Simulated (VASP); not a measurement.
## Al: relaxation of cell and atoms with PBE

The system is Al.

```xyz
4
Lattice="2.8271 0.0000 0.0000 -1.4135 2.4483 0.0000 0.0000 0.0000 9.1860" Properties=species:S:1:pos:R:3 pbc="T T T"
Al    0.0000    0.0000    0.0000
Al    0.0000    1.6322    2.2965
Al    0.0000    0.0000    4.5930
Al    1.4135    0.8161    6.8895
```

```
Program                : VASP 6.6.1
Task                   : relaxation of cell and atoms
Functional             : PBE
Potentials or basis    : VASP PAW PBE potentials, release 64 (Al)
Cutoff                 : 600 eV
k mesh                 : 18 × 18 × 6
Occupations            : gaussian, width 0.1 eV
Spin                   : no spin polarisation
Dipole correction      : no
Further INCAR settings : ALGO = Fast; EDIFF = 1e-06; IBRION = 2; EDIFFG = -0.01; NSW = 100; ISIF = 3
```

```json
{
 "Relaxed volume": "16.56 Å³/atom",
 "Relaxed cell": "a = 2.855 Å, b = 2.855 Å, c = 9.385 Å, α = 90.00°, β = 90.00°, γ = 120.00°",
 "Space group after relaxing (to 0.05 Å)": "P6_3/mmc (No. 194)",
 "Energy gained by relaxing": "7.0 meV/atom",
 "Ionic steps": "7",
 "Pressure after relaxing": "-0.1 GPa",
 "Band gap on the k mesh": "zero (band 6 reaches 11.80 eV, above the bottom of band 7 at 6.42 eV)"
}
```

The path:
| step | energy change (eV) | largest force (eV/Å) | pressure (GPa) | volume (Å³) |
| --- | --- | --- | --- | --- |
| 1 | 0.0000 | 0.0000 | 3.38 | 63.58 |
| 2 | -0.0262 | 0.0000 | -0.63 | 66.72 |
| 3 | -0.0272 | 0.0000 | -0.04 | 66.20 |
| 4 | -0.0271 | 0.0000 | -0.10 | 66.26 |
| 5 | -0.0278 | 0.0000 | -0.09 | 66.25 |
| 6 | -0.0280 | 0.0000 | -0.07 | 66.24 |
| 7 | -0.0281 | 0.0000 | -0.08 | 66.24 |

Final structure:
```cif
data_structure
_symmetry_space_group_name_H-M 'P 1'
_symmetry_Int_Tables_number 1
_cell_length_a 2.8548
_cell_length_b 2.8548
_cell_length_c 9.3854
_cell_angle_alpha 90.000
_cell_angle_beta 90.000
_cell_angle_gamma 120.000
_cell_volume 66.24
loop_
_atom_site_label
_atom_site_type_symbol
_atom_site_fract_x
_atom_site_fract_y
_atom_site_fract_z
_atom_site_occupancy
Al1 Al 0.00000 0.00000 0.00000 1
Al2 Al 0.33333 0.66667 0.25000 1
Al3 Al 0.00000 0.00000 0.50000 1
Al4 Al 0.66667 0.33333 0.75000 1
```

Levels at points of the mesh, in eV from the Fermi level:
```tsv
k point	band 4	band 5	band 6	band 7	band 8	band 9
(0.00, 0.00, 0.00)	-4.61	-4.45	3.31	3.32	10.74	10.74
(0.50, 0.00, 0.00)	-3.82	-3.32	-3.22	0.83	1.24	1.29
(0.00, 0.00, 0.50)	-7.37	-0.95	-0.95	8.13	8.13	11.05
(0.50, 0.00, 0.50)	-4.74	-1.85	-1.85	-1.20	-1.20	4.49
```

Run time: 3.2 min on 1 thread of Intel(R) Xeon(R) Platinum 8488C (Sapphire Rapids) (shared host), peak memory 0.26 GiB.
